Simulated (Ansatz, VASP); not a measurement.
## Two plane-wave programs on BAs

```
B As
1.0
     0.00000    2.39191    2.39191
     2.39191    0.00000    2.39191
     2.39191    2.39191    0.00000
B As
1 1
Direct
  0.00000 0.00000 0.00000
  0.25000 0.25000 0.25000
```

Alike in both runs: functional r2SCAN; k mesh 8 × 8 × 8; no spin polarisation.

Ansatz relaxed the structure, and its values are those at the end. VASP's run is a single point on that final structure, the one shown.

|  | VASP | Ansatz |
| --- | --- | --- |
| version | VASP 6.6.1 | Ansatz 0.2.0 |
| potentials or method | VASP PAW PBE potentials, release 64 (B, As), cutoff 520 eV | plane waves, PAW |
| occupations | gaussian, width 0.01 eV | fixed |
| valence electrons in the cell | 8 | 18 |

|  | VASP | Ansatz | Ansatz less VASP |
| --- | --- | --- | --- |
| pressure (GPa) | 0.2 | 0.0 | -0.24 |

VASP's potentials were made for PBE, not for r2SCAN. VASP's potentials hold 8 valence electrons a cell and Ansatz's 18, so a difference there can come from the potentials and not from the codes.
